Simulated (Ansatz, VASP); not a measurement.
## Two plane-wave programs on C

```
C
1.0
     2.48962    0.00000    0.00000
    -1.24481    2.15608    0.00000
     0.00000    0.00000    8.21427
C
8
Direct
  0.97356 0.94713 0.09294
  0.02644 0.05287 0.59294
  0.02644 0.05287 0.40706
  0.97356 0.94713 0.90706
  0.31143 0.62286 0.15554
  0.68857 0.37714 0.65554
  0.35524 0.71047 0.34446
  0.64476 0.28953 0.84446
```

Change from the starting cell: mode 4 frozen in at +0.000 Å and mode 5 at -0.114 Å (largest displacements).

Alike in both runs: task single point; functional LDA; k mesh 12 × 12 × 4; occupations gaussian, width 0.05 eV; no spin polarisation.

|  | VASP | Ansatz |
| --- | --- | --- |
| version | VASP 6.6.1 | Ansatz 0.2.0 |
| potentials or method | VASP PAW LDA potentials, release 64 (C_h), cutoff 1300 eV | scalar-relativistic, plane waves, PAW |
| valence electrons in the cell | 32 | 32 |

```csv
,VASP,Ansatz,Ansatz less VASP
gap on the k mesh at the Fermi level (eV),4.55,4.56,+0.009
least direct gap on the mesh (eV),5.36,5.36,+0.001
pressure (GPa),1.1,0.1,-1.02
"traceless stress, the component that is largest in VASP (GPa)",-1.10,-1.10,-0.008
rms of the force components (eV/Å),0.416,0.417,+0.0007
```

Ansatz warns that its potentials were made for another functional, while VASP's fit it. LDA's correlation is that of Perdew and Zunger in VASP and of Perdew and Wang (1992) in Ansatz. Atom by atom the forces differ by 0.003 eV/Å (rms over components).
